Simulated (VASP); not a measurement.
## W16F (a cell with a defect): single point with PBE+D3(BJ)

W16F (a cell with a defect):

```
W F
1.0
     6.32000    0.00000    0.00000
     0.00000    6.32000    0.00000
     0.00000    0.00000    6.32000
W F
16 1
Direct
  0.99897 0.00233 0.99912
  0.49978 0.00233 0.99913
  0.00448 0.49631 0.00480
  0.03380 0.01254 0.48353
  0.24937 0.25888 0.24310
  0.49426 0.49631 0.00480
  0.46494 0.01252 0.48354
  0.74937 0.25285 0.24758
  0.99906 0.50340 0.49874
  0.24937 0.74962 0.24763
  0.24937 0.25310 0.75078
  0.49970 0.50339 0.49874
  0.74937 0.74904 0.24354
  0.74937 0.25766 0.75235
  0.24937 0.74807 0.75343
  0.74937 0.71060 0.78586
  0.74938 0.94885 0.58527
```

```
Program                : VASP 6.6.1
Task                   : single point
Functional             : PBE
Dispersion             : D3(BJ)
Potentials or basis    : VASP PAW PBE potentials, release 64 (W_sv, F)
Cutoff                 : 520 eV
k mesh                 : 3 × 3 × 3
Occupations            : fermi-dirac, width 0.05 eV
Spin                   : no spin polarisation
Dipole correction      : no
Further INCAR settings : LREAL = Auto; ALGO = Normal; EDIFF = 1e-06; NBANDS = 130
```

```yaml
Pressure: 15.0 GPa
Largest_force: 1.110 eV/Å
Band_gap_on_the_k_mesh: zero (an odd number of electrons rules out a gap without spin polarisation)
Dispersion_energy_per_atom: -0.675 eV
```

Forces on the atoms (eV/Å):
```
W    0.001 -0.030  0.014
W   -0.002 -0.031  0.012
W   -0.005 -0.036 -0.023
W    0.140 -0.131 -0.197
W   -0.001 -0.013 -0.004
W    0.007 -0.036 -0.024
W   -0.137 -0.130 -0.197
W    0.000 -0.056 -0.034
W    0.004 -0.007 -0.034
W    0.000 -0.068 -0.057
W   -0.001 -0.021 -0.030
W   -0.005 -0.007 -0.035
W    0.000 -0.031 -0.039
W    0.001  0.018  0.006
W    0.000 -0.018 -0.023
W    0.000 -0.220 -0.089
F   -0.003  0.813  0.756
```

Stress tensor (GPa, compression positive):
```
17.95  0.00  0.00
 0.00 12.24 -4.11
 0.00 -4.11 14.72
```

Levels at points of the mesh, in eV from the Fermi level:
| k point | band 113 | band 114 | band 115 | band 116 | band 117 | band 118 |
| --- | --- | --- | --- | --- | --- | --- |
| (0.00, 0.00, 0.00) | -0.33 | -0.12 | -0.08 | 0.24 | 0.55 | 0.61 |

Wall time 14 min on 1 thread of Intel(R) Xeon(R) Platinum 8375C CPU @ 2.90GHz (Ice Lake) (shared host), peak memory 0.49 GiB.

Caveat: spin-orbit coupling is left out, which moves the levels of the heavy elements.
